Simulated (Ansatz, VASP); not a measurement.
## Two plane-wave programs on P

```
P
1.0
     2.50288    0.00000    0.00000
    -1.25144    2.16756    0.00000
     0.00000    0.00000    4.17583
P
2
Direct
  0.33333 0.66667 0.25000
  0.66667 0.33333 0.75000
```

Change from the starting cell: volume scaled by 0.78, PAW files.

Alike in both runs: task single point; functional PBE; k mesh 17 × 17 × 10; occupations fermi-dirac, width 0.05 eV; no spin polarisation.

```csv
,VASP,Ansatz
version,VASP 6.6.1,Ansatz 0.2.0
potentials or method,"VASP PAW PBE potentials, release 64 (P)","PAW with Ansatz's default frozen-core files, scalar-relativistic"
plane-wave cutoff (eV),520,420
valence electrons in the cell,10,10
```

Ansatz gave:

| Quantity | Value |
| --- | --- |
| pressure (GPa) | 36.2 |
| traceless stress, the component that is largest in VASP (GPa) | 0.05 |

What did VASP give for the same quantities?

Pressure (GPa): 35.7; traceless stress, the component that is largest in VASP (GPa): 0.05.

Both programs put the cell under a high pressure, so it lies far from rest at this level.
